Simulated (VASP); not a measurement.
Write the native input for VASP 6.6.1 that does the following.

```yaml
Task: single point
Functional: LDA
Potentials_or_basis: VASP PAW LDA potentials, release 64 (Cd, S)
Cutoff: 520 eV
k_mesh: 8 × 8 × 4
Occupations: fermi-dirac, width 0.02 eV
Spin: no spin polarisation
Dipole_correction: no
Further_INCAR_settings: ALGO = Normal; EDIFF = 1e-07; NBANDS = 26
```

The structure of CdS lies in POSCAR:

```
CdS
1.0
    4.0934512114      0.0000000000      0.0000000000
   -2.0467256057      3.5450327382      0.0000000000
    0.0000000000      0.0000000000      6.7490000000
Cd S
2 2
Direct
    0.3333333333      0.6666666667      0.0000000000
    0.6666666667      0.3333333333      0.5000000000
    0.3333333333      0.6666666667      0.3850000000
    0.6666666667      0.3333333333      0.8850000000
```

This cell differs from its parent crystal: equal xx and yy strain of -1 %.

These files were run (other wordings do the same):

INCAR

```
ALGO = Normal ; EDIFF = 1E-7
ENCUT = 520 ; ISIF = 2
ISMEAR = -1 ; LASPH = T
LCHARG = T ; LELF = T
LREAL = F ; LVHAR = T
LWAVE = F ; NBANDS = 26
NELM = 80 ; PREC = Accurate
SIGMA = 0.02
```

KPOINTS

```
k-points
0
Gamma
  8 8 4
```

Potentials or basis: VASP PAW LDA potentials, release 64 (Cd, S).

Run with:

```console
$ cat potpaw_LDA.64/Cd/POTCAR potpaw_LDA.64/S/POTCAR > POTCAR
$ mpirun -np 1 vasp_std > vasp.out
```

Results of the run:

```yaml
Pressure: -1.0 GPa
Largest_force: 0.326 eV/Å
Band_gap_on_the_k_mesh: 1.01 eV
```

Caveat: the cell differs from its parent crystal (equal xx and yy strain of -1 %).

Wall time 2.4 min on 1 thread of Intel Xeon 8259CL, with other jobs on the host, peak memory 0.21 GiB.
